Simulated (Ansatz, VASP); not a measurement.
**One calculation of O, two programs**

```xyz
4
Lattice="4.7880 0.0000 0.0000 0.0000 4.8666 0.0000 0.0000 0.0000 3.2409" Properties=species:S:1:pos:R:3 pbc="T T T"
O     1.3974    1.5624    0.0000
O     3.7914    0.8709    1.6204
O     0.9966    3.9957    1.6204
O     3.3906    3.3042    0.0000
```

Alike in both runs: task single point; functional PBEsol; k mesh 6 × 6 × 8; occupations gaussian, width 0.1 eV; collinear spin.

```csv
,VASP,Ansatz
version,VASP 6.6.1,Ansatz 0.2.0
potentials or method,"VASP PAW PBE potentials, release 64 (O), cutoff 520 eV","scalar-relativistic, plane waves, PAW"
valence electrons in the cell,24,24
```

VASP gave:

| Quantity | Value |
| --- | --- |
| gap on the k mesh at the Fermi level (eV) | none |
| rms of the force components (eV/Å) | 0.109 |
| net moment per atom (μB) | 2.00 |
| size of the moment on the site where the two differ most (μB) | 1.65 |

Q: Estimate Ansatz's values.

A: gap on the k mesh at the Fermi level (eV): none; rms of the force components (eV/Å): 0.108; net moment per atom (μB): 2.00; size of the moment on the site where the two differ most (μB): 1.95.

VASP's potentials were made for PBE, not for PBEsol. Site moments also hang on the region over which each program counts them. Atom by atom the forces differ by 0.000 eV/Å (rms over components). A gap of «none» marks a metal or a gap that the smearing closes. The functional is the same, so the differences come from potentials, cutoffs and numerics.
